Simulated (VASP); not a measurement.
BN (rocksalt type):

```
CELL_PARAMETERS angstrom
0.00000 1.49061 1.49061
1.49061 0.00000 1.49061
1.49061 1.49061 0.00000
ATOMIC_POSITIONS crystal
B 0.00000 0.00000 0.00000
N 0.50000 0.50000 0.50000
```

This cell differs from its parent crystal: volume scaled by 0.64.

Base run:

```yaml
Program: VASP 6.6.1
Functional: LDA
Potentials_or_basis: VASP PAW LDA potentials, release 64 (B, N)
Cutoff: 600 eV
k_mesh: 15 × 15 × 15
Occupations: fermi-dirac, width 0.05 eV
Spin: no spin polarisation
```

Its results: band gap on the k mesh 5.54 eV, indirect (least direct gap 7.51 eV); pressure 427.6 GPa.

Problem. The run is repeated on the same cell with these changes: cutoff from 600 eV to 520 eV. What comes out?

Solution. Band gap on the k mesh 5.54 eV, indirect (least direct gap 7.51 eV); pressure 428.3 GPa.

A k mesh can miss the band edges.
